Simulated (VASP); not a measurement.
Write the native input for VASP 6.6.1 that does the following.

```yaml
Task: single point
Functional: LDA
Potentials_or_basis: VASP PAW LDA potentials, release 64 (Na_pv, H)
Cutoff: 520 eV
k_mesh: 10 × 10 × 10
Occupations: gaussian, width 0.01 eV
Spin: no spin polarisation
Dipole_correction: no
Further_INCAR_settings: ALGO = Normal; EDIFF = 1e-06; NBANDS = 11
```

The structure of NaH lies in POSCAR:

```
NaH
1.0
    0.0000000000      2.3975116441      2.3975116441
    2.3975116441      0.0000000000      2.3975116441
    2.3975116441      2.3975116441      0.0000000000
Na H
1 1
Direct
    0.0000000000      0.0000000000      0.0000000000
    0.5000000000      0.5000000000      0.5000000000
```

These files were run (other wordings do the same):

INCAR

```
  PREC = Accurate
  ENCUT = 520
  EDIFF = 1E-6
  ISMEAR = 0
  SIGMA = 0.01
  LREAL = False
  LASPH = True
  NELM = 60
  ALGO = Normal
  ISIF = 2
  LWAVE = False
  LCHARG = True
  GGA = CA
  LELF = True
  LVHAR = True
  NBANDS = 11
```

KPOINTS

```
Automatic mesh
0
Gamma
  10 10 10
```

Potentials or basis: VASP PAW LDA potentials, release 64 (Na_pv, H).

Launch:

```bash
$ cat potpaw_LDA.64/Na_pv/POTCAR potpaw_LDA.64/H/POTCAR > POTCAR
$ mpirun -np 1 vasp_std > vasp.out
```

It gave:

```json
{
  "Pressure": "-1.7 GPa",
  "Band gap on the k mesh": "3.46 eV, indirect (least direct gap 4.37 eV)"
}
```

Wall time 7.9 s on 1 thread of Intel Xeon 6975P-C (shared host), peak memory 0.14 GiB.
